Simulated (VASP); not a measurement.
Here is a VASP 6.6.1 calculation.

The input POSCAR:

```
Hf
1.0
    3.1962127294      0.0000000000      0.0000000000
   -1.5981063647      2.7680014196      0.0000000000
    0.0000000000      0.0000000000      5.0570321562
Hf
2
Direct
    0.3333333333      0.6666666667      0.2500000000
    0.6666666667      0.3333333333      0.7500000000
```

Contents of INCAR.step1:

```
SYSTEM = Hf
ALGO     = Normal         ! electronic algorithm
EDIFF    = 1E-5           ! SCF threshold, eV
ENCUT    = 550            ! plane-wave cutoff, eV
GGA      = PE             ! functional
GGA_COMPAT= .FALSE.      
ISMEAR   = 0              ! smearing method
LASPH    = .TRUE.         ! aspherical terms in the spheres
LCHARG   = .FALSE.        ! write CHGCAR
LREAL    = .FALSE.        ! projectors in reciprocal space
LWAVE    = .TRUE.         ! write WAVECAR
NBANDS   = 17             ! bands
NELM     = 120            ! most SCF steps
PREC     = Accurate       ! precision mode
SIGMA    = 0.02           ! smearing width, eV
```

INCAR.step2

```
SYSTEM = Hf
ALGO     = Normal         ! electronic algorithm
EDIFF    = 1E-6           ! SCF threshold, eV
ENCUT    = 550            ! plane-wave cutoff, eV
GGA_COMPAT= .FALSE.      
ISIF     = 2              ! what is computed and relaxed
ISMEAR   = 0              ! smearing method
ISTART   = 1            
LASPH    = .TRUE.         ! aspherical terms in the spheres
LCHARG   = .FALSE.        ! write CHGCAR
LMIXTAU  = .TRUE.       
LREAL    = .FALSE.        ! projectors in reciprocal space
LWAVE    = .FALSE.        ! write WAVECAR
METAGGA  = R2SCAN         ! meta-GGA
NBANDS   = 17             ! bands
NELM     = 120            ! most SCF steps
PREC     = Accurate       ! precision mode
SIGMA    = 0.02           ! smearing width, eV
```

Contents of KPOINTS:

```
k-points
0
G
  8 8 5
  0 0 0
```

Potentials or basis: VASP PAW PBE potentials, release 64 (Hf_pv).

The run is started by

```sh
$ cat potpaw_PBE.64/Hf_pv/POTCAR > POTCAR
$ cp INCAR.step1 INCAR
$ mpirun -np 1 vasp_std > vasp.out
$ cp INCAR.step2 INCAR
$ mpirun -np 1 vasp_std > vasp.out
```

Problem. Predict the band gap on the k mesh.

Solution. Zero (band 10 reaches 6.17 eV, above the bottom of band 11 at 4.56 eV).

Problem. Predict the pressure.

Solution. -0.6 GPa.

Stress tensor (GPa, compression positive):
```
-0.49  0.00  0.00
 0.00 -0.49  0.00
 0.00  0.00 -0.82
```

Caveat: the PAW data sets were made with another functional, which shifts forces and pressure a little; spin-orbit coupling is left out, which moves the levels of the heavy elements.
